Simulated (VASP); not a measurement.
Rb, 1 atom in the cell. It takes space group I4/mmm (No. 139, tetragonal). Conventional cell: a = 5.612 Å, b = 5.612 Å, c = 5.668 Å, α = 90.00°, β = 90.00°, γ = 90.00°.  This cell differs from its parent crystal: strain +0.0100 x Voigt [1, 0, 0, 0, 0, 0].

* Program: VASP 6.6.1
* Task: single point
* Functional: PBEsol
* Potentials or basis: VASP PAW PBE potentials, release 64 (Rb_sv)
* Cutoff: 520 eV
* k mesh: 12 × 12 × 12
* Occupations: gaussian, width 0.15 eV
* Spin: no spin polarisation
* Dipole correction: no
* Further INCAR settings: ALGO = Fast; EDIFF = 1e-07; NBANDS = 10

Potentials or basis: VASP PAW PBE potentials, release 64 (Rb_sv).

Launch:

```bash
$ cat potpaw_PBE.64/Rb_sv/POTCAR > POTCAR
$ mpirun -np 1 vasp_std > vasp.out
```

Hardware: 1 thread of Intel(R) Xeon(R) Platinum 8488C (Sapphire Rapids) (shared host).

Q: How long does it take, and how much memory?

A: Wall time 95 s on 1 thread of Intel(R) Xeon(R) Platinum 8488C (Sapphire Rapids), on a shared host, peak memory 0.29 GiB. Counts: scf iterations 13, k points 163.
